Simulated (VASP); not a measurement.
A run of VASP 6.6.1 is set up as follows.

Contents of INCAR:

```
SYSTEM = TeAu
PREC     = Accurate       ! precision mode
ENCUT    = 520            ! plane-wave cutoff, eV
EDIFF    = 1E-6           ! SCF threshold, eV
ISMEAR   = 0              ! smearing method
SIGMA    = 0.1            ! smearing width, eV
LREAL    = .False.        ! projectors in reciprocal space
LASPH    = .True.         ! aspherical terms in the spheres
NELM     = 100            ! most SCF steps
ALGO     = Normal         ! electronic algorithm
ISIF     = 2              ! what is computed and relaxed
LWAVE    = .False.        ! write WAVECAR
LCHARG   = .False.        ! write CHGCAR
GGA      = PE             ! functional
NBANDS   = 25             ! bands
```

File KPOINTS:

```
Automatic mesh
0
Gamma
  6 6 6
  0 0 0
```

File POSCAR:

```
TeAu
1.0
    0.0000000000      3.5997221084      3.5997221084
    3.5997221084      0.0000000000      3.5997221084
    3.5997221084      3.5997221084      0.0000000000
Te Au
2 2
Direct
    0.7500000000      0.7500000000      0.7500000000
    0.5000000000      0.5000000000      0.5000000000
    0.2500000000      0.2500000000      0.2500000000
    0.0000000000      0.0000000000      0.0000000000
```

Potentials or basis: VASP PAW PBE potentials, release 64 (Te, Au).

Run with:

```sh
$ cat potpaw_PBE.64/Te/POTCAR potpaw_PBE.64/Au/POTCAR > POTCAR
$ mpirun -np 1 vasp_std > vasp.out
```

Task: Estimate the band gap on the k mesh.

Result: Zero (band 17 reaches 9.92 eV, above the bottom of band 18 at 7.74 eV).

Task: Estimate the pressure.

Result: 0.1 GPa.

Caveat: spin-orbit coupling is left out, which moves the levels of the heavy elements.
